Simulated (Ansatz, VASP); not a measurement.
**HfO2: VASP beside Ansatz**

The input INCAR:

```
SYSTEM = HfO2
PREC = Accurate ; ENCUT = 520
EDIFF = 1E-8 ; ISMEAR = -1
SIGMA = 0.01 ; LREAL = .FALSE.
LASPH = .TRUE. ; NELM = 60
ALGO = Normal ; ISIF = 2
LWAVE = .FALSE. ; LCHARG = .FALSE.
GGA = PE ; LEFG = .TRUE.
NBANDS = 18
```

KPOINTS

```
Automatic mesh
0
G
  9 9 9
  0 0 0
```

Contents of POSCAR:

```
HfO2
1.0
    0.0000000000      2.5063500000      2.5575000000
    2.5063500000      0.0000000000      2.5575000000
    2.5063500000      2.5063500000      0.0000000000
Hf O
1 2
Direct
    0.0000000000      0.0000000000      0.0000000000
    0.2500000000      0.2500000000      0.2500000000
    0.7500000000      0.7500000000      0.7500000000
```

Input for Ansatz:

```yaml
crystal:
  lattice:
    - [0.0, 2.50635, 2.5575]
    - [2.50635, 0.0, 2.5575]
    - [2.50635, 2.50635, 0.0]
  atoms:
    - { symbol: Hf, position: [0.0, 0.0, 0.0] }
    - { symbol: O, position: [0.25, 0.25, 0.25] }
    - { symbol: O, position: [0.75, 0.75, 0.75] }
kpoints:
  mp_grid: { grid: [9, 9, 9] }
scf:
  occupations: { method: fermi_dirac, width: 0.01 }
hamiltonian:
  xc: pbe
  pseudopotentials: { kind: all_electron, datasets: crystal }
output:
  forces: true
  stress: true
  eigenvalues: true
  efg: { contact_densities: true }
```

Change from the starting cell: equal xx and yy strain of -2 %, crystal datasets.

Alike in both runs: task electric field gradients; functional PBE; k mesh 9 × 9 × 9; occupations fermi-dirac, width 0.01 eV; no spin polarisation.

|  | VASP | Ansatz |
| --- | --- | --- |
| version | VASP 6.6.1 | Ansatz 0.2.0 |
| potentials or method | VASP PAW PBE potentials, release 64 (Hf_pv, O), cutoff 520 eV | all-electron PAW with datasets made for the crystal, scalar-relativistic |

VASP gave:

```
gap on the k mesh at the Fermi level (eV)                     : 3.76
pressure (GPa)                                                : 4.0
traceless stress, the component that is largest in VASP (GPa) : -6.44
size of Vzz on the site where it differs most (V/Å²)          : 20.0
```

Problem. What did Ansatz give for the same quantities?

Solution. gap on the k mesh at the Fermi level (eV): 3.75; pressure (GPa): 7.9; traceless stress, the component that is largest in VASP (GPa): -6.32; size of Vzz on the site where it differs most (V/Å²): 25.1.

Ansatz ran all-electron here, and VASP with PAW potentials.

Neither program's run includes spin-orbit coupling.
